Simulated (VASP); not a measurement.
**Re: single point with LDA**

The system is Re.

```
Re
1.0
     2.76080    0.00000    0.00000
    -1.38040    2.39092    0.00000
     0.00000    0.00000    4.45820
Re
2
Cartesian
  1.3804 0.7970 3.3436
  0.0000 1.5939 1.1145
```

- Program: VASP 6.6.1
- Task: single point
- Functional: LDA
- Potentials or basis: VASP PAW LDA potentials, release 64 (Re_sv_GW)
- Cutoff: 560 eV
- k mesh: 6 × 6 × 4
- Occupations: fermi-dirac, width 0.05 eV
- Spin: no spin polarisation

```json
{
 "Pressure": "-9.5 GPa",
 "Band gap on the k mesh": "zero (bands 15 and 16 overlap by 2.91 eV)"
}
```

Stress tensor (GPa, compression positive):
```
-9.94  0.00  0.00
 0.00 -9.94  0.00
 0.00  0.00 -8.62
```

Levels at points of the mesh, in eV from the Fermi level:
| k point | band 12 | band 13 | band 14 | band 15 | band 16 | band 17 | band 18 | band 19 |
| --- | --- | --- | --- | --- | --- | --- | --- | --- |
| (0.00, 0.00, 0.00) | -1.55 | -1.55 | -0.72 | -0.72 | 0.20 | 0.20 | 0.79 | 3.38 |
| (0.50, 0.00, 0.00) | -1.91 | -1.60 | -1.31 | -0.55 | 4.01 | 4.41 | 4.55 | 6.14 |
| (0.00, 0.00, 0.50) | -2.32 | -1.68 | -1.68 | -1.68 | -1.68 | 2.57 | 2.57 | 2.57 |
| (0.50, 0.00, 0.50) | -4.05 | 0.41 | 0.41 | 1.05 | 1.05 | 4.32 | 4.32 | 4.85 |

Run time: 13 s on 1 thread of Intel(R) Xeon(R) Platinum 8488C (Sapphire Rapids), with other jobs on the host, peak memory 0.14 GiB.

Caveat: the k points lie up to 0.44 Å⁻¹ apart, too coarse for converged energies and pressures of a metal; spin-orbit coupling is left out, which moves the levels of the heavy elements.
